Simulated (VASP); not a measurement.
The system is Re.

```
CELL_PARAMETERS angstrom
0.00000 2.70824 2.70824
2.70824 0.00000 2.70824
2.70824 2.70824 0.00000
ATOMIC_POSITIONS crystal
Re 0.12500 0.12500 0.12500
Re 0.87500 0.87500 0.87500
```

This isn't the form of Re at room conditions, which is hcp.

| Quantity | Value |
| --- | --- |
| Program | VASP 6.6.1 |
| Task | relaxation of cell and atoms |
| Functional | LDA |
| Potentials or basis | VASP PAW LDA potentials, release 64 (Re) |
| Cutoff | 600 eV |
| k mesh | 10 × 10 × 10 |
| Occupations | fermi-dirac, width 0.1 eV |
| Spin | no spin polarisation |

At the start: pressure 16.4 GPa; volume 19.86 Å³/atom.

Task: How do energy, volume and symmetry change on relaxing?

Result: Over 16 steps the energy falls by 71.4 meV/atom and the volume is 21.34 Å³/atom (+7.4 %); space group Fd-3m (No. 227, to 0.1 Å) before and after.

Step by step:
```tsv
step	energy change (eV)	largest force (eV/Å)	pressure (GPa)	volume (Å³)
1	0.0000	0.0000	16.36	39.73
2	0.8423	0.0000	-26.64	52.56
3	-0.1418	0.0000	-1.14	42.94
4	-0.1427	0.0000	-0.11	42.71
5	-0.1427	0.0000	0.20	42.65
6	-0.1427	0.0000	0.18	42.65
7	-0.1427	0.0000	0.22	42.65
8	-0.1427	0.0000	0.18	42.65
9	-0.1427	0.0000	0.17	42.65
10	-0.1427	0.0000	0.17	42.65
11	-0.1427	0.0000	0.16	42.66
12	-0.1427	0.0000	0.16	42.66
13	-0.1427	0.0000	0.14	42.66
14	-0.1427	0.0000	0.17	42.66
15	-0.1427	0.0000	0.16	42.67
16	-0.1427	0.0000	0.06	42.68
```

Final structure:
```xyz
2
Lattice="0.0000 2.7737 2.7737 2.7737 0.0000 2.7737 2.7737 2.7737 0.0000" Properties=species:S:1:pos:R:3 pbc="T T T"
Re    0.6934    0.6934    0.6934
Re    4.8540    4.8540    4.8540
```
